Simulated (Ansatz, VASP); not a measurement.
# TiO2 in VASP and in Ansatz

```
Ti O
1.0
    -1.99224    1.84953    4.75700
     1.84953   -1.99224    4.75700
     1.93547    1.93547   -4.81377
Ti O
2 4
Direct
  0.00000 0.00000 0.00000
  0.75000 0.25000 0.50000
  0.20660 0.20660 0.00000
  0.95660 0.45660 0.50000
  0.54340 0.04340 0.50000
  0.79340 0.79340 0.00000
```

Change from the starting cell: equal xy, yz and zx shear strains of -3 %.

Alike in both runs: task single point; functional LDA; k mesh 13 × 13 × 13; occupations fermi-dirac, width 0.08 eV; no spin polarisation.

```csv
,VASP,Ansatz
version,VASP 6.6.1,Ansatz 0.2.0
potentials or method,"VASP PAW LDA potentials, release 64 (Ti_sv, O), cutoff 520 eV","all-electron LAPW, scalar-relativistic"
```

Ansatz gave:

```
pressure (GPa)                                                : -5.6
traceless stress, the component that is largest in VASP (GPa) : 3.02
rms of the force components (eV/Å)                            : 0.136
```

Problem. Estimate VASP's values.

Solution. Pressure (GPa): -4.7; traceless stress, the component that is largest in VASP (GPa): 3.01; rms of the force components (eV/Å): 0.139.

LDA's correlation is that of Perdew and Zunger in VASP and of Perdew and Wang (1992) in Ansatz. Atom by atom the forces differ by 0.017 eV/Å (rms over components). Ansatz ran all-electron here, and VASP with PAW potentials.
